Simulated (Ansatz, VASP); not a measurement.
SnTe: VASP beside Ansatz

The input INCAR:

```
PREC = Accurate
ENCUT = 520
EDIFF = 1E-6
ISMEAR = -1
SIGMA = 0.08
LREAL = False
LASPH = True
NELM = 80
ALGO = Normal
ISIF = 2
LWAVE = False
LCHARG = False
GGA = PS
NBANDS = 17
```

The input KPOINTS:

```
Automatic mesh
0
Gamma
  11 11 11
```

Contents of POSCAR:

```
SnTe
1.0
    0.0000000000      3.1565000000      3.1249350000
    3.1565000000      0.0000000000      3.1249350000
    3.1565000000      3.1565000000      0.0000000000
Sn Te
1 1
Direct
    0.0000000000      0.0000000000      0.0000000000
    0.5000000000      0.5000000000      0.5000000000
```

Input for Ansatz:

```yaml
crystal:
  lattice:
    - [0.0, 3.1565, 3.124935]
    - [3.1565, 0.0, 3.124935]
    - [3.1565, 3.1565, 0.0]
  atoms:
    - { symbol: Sn, position: [0.0, 0.0, 0.0] }
    - { symbol: Te, position: [0.5, 0.5, 0.5] }
kpoints:
  mp_grid: { grid: [11, 11, 11] }
  band_path:
    path:
      - [0.0, 0.0, 0.0]
      - [0.0, 0.5, 0.5]
      - [0.25, 0.75, 0.5]
      - [0.0, 0.5, 0.0]
      - [0.0, 0.0, 0.0]
      - [0.5, 0.5, 0.0]
      - [0.3775380063, 0.6224619937, 0.0]
      - [-0.3775380063, 0.3775380063, 0.0]
      - [0.0, 0.0, 0.0]
    npoints: 5
scf:
  occupations: { method: fermi_dirac, width: 0.08 }
hamiltonian:
  xc: pbesol
  pseudopotentials: { kind: all_electron, lapw: { basis_error: 0.00025 } }
output:
  forces: true
  stress: true
  eigenvalues: true
```

Change from the starting cell: zz strain of -1 %.

Alike in both runs: task single point; functional PBEsol; k mesh 11 × 11 × 11; occupations fermi-dirac, width 0.08 eV; no spin polarisation.

```csv
,VASP,Ansatz
version,VASP 6.6.1,Ansatz 0.2.0
potentials or method,"VASP PAW PBE potentials, release 64 (Sn_d, Te), cutoff 520 eV","all-electron LAPW, scalar-relativistic"
```

```csv
,VASP,Ansatz,Ansatz less VASP
pressure (GPa),-0.1,-0.1,+0.03
"traceless stress, the component that is largest in VASP (GPa)",0.91,0.91,-0.003
```

VASP's potentials were made for PBE, not for PBEsol. Ansatz ran all-electron here, and VASP with PAW potentials.

Neither program's run includes spin-orbit coupling.
